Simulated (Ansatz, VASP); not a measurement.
# BeTe in VASP and in Ansatz

```xyz
2
Lattice="0.0000 2.8182 2.8182 2.8182 0.0000 2.8182 2.8182 2.8182 0.0000" Properties=species:S:1:pos:R:3 pbc="T T T"
Be    0.0000    0.0000    0.0000
Te    4.2273    4.2273    4.2273
```

Alike in both runs: task single point; functional PBE; k mesh 4 × 4 × 4; occupations gaussian, width 0.1 eV; no spin polarisation.

|  | VASP | Ansatz |
| --- | --- | --- |
| version | VASP 6.6.1 | Ansatz 0.2.0 |
| potentials or method | VASP PAW PBE potentials, release 64 (Be, Te), cutoff 600 eV | scalar-relativistic, plane waves, PAW |
| valence electrons in the cell | 8 | 18 |

Ansatz gave:

* gap on the k mesh at the Fermi level (eV): 1.98
* least direct gap on the mesh (eV): 3.62
* pressure (GPa): 1.3

**Question.** Estimate VASP's values.

**Answer.** gap on the k mesh at the Fermi level (eV): 1.97; least direct gap on the mesh (eV): 3.60; pressure (GPa): 1.4.

With one functional, cell and mesh, what is left measures potentials, basis and numerics. VASP's potentials hold 8 valence electrons a cell and Ansatz's 18, so a difference there can come from the potentials and not from the codes.

The k mesh is coarse, so the values compare programs but aren't converged. Spin-orbit coupling is off throughout.
